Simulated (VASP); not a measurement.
The system is ZnO.

```xyz
4
Lattice="3.2601 0.0000 0.0000 -1.6301 2.8234 0.0000 0.0000 0.0000 5.1223" Properties=species:S:1:pos:R:3 pbc="T T T"
Zn    0.0000    1.8822    0.0081
Zn    1.6301    0.9411    2.5692
O     0.0000    1.8822    1.7947
O     1.6301    0.9411    4.3558
```

This cell differs from its parent crystal: c/a of the conventional cell at fixed volume 1.5712.

Base run:

| Item | Value |
| --- | --- |
| Program | VASP 6.6.1 |
| Functional | PBEsol |
| Potentials or basis | VASP PAW PBE potentials, release 64 (Zn, O) |
| Cutoff | 520 eV |
| k mesh | 9 × 9 × 6 |
| Occupations | gaussian, width 0.05 eV |
| Spin | no spin polarisation |

Its results: band gap on the k mesh 0.79 eV, direct; pressure 5.4 GPa; largest force 2.348 eV/Å.

The run is repeated on the same cell with these changes: potentials or basis from VASP PAW PBE potentials, release 64 (Zn, O) to VASP PAW PBE potentials, release 64 (Zn, O_h); cutoff from 520 eV to 910 eV. What comes out?

Band gap on the k mesh 0.79 eV, direct; pressure 5.0 GPa; largest force 2.333 eV/Å.

Caveats: the PAW data sets were made with another functional, which shifts forces and pressure a little; the cutoff is under 1.25 times the usual one of these potentials, so pressure, stress and relaxed cells hold a basis-set (Pulay) error (some runs).

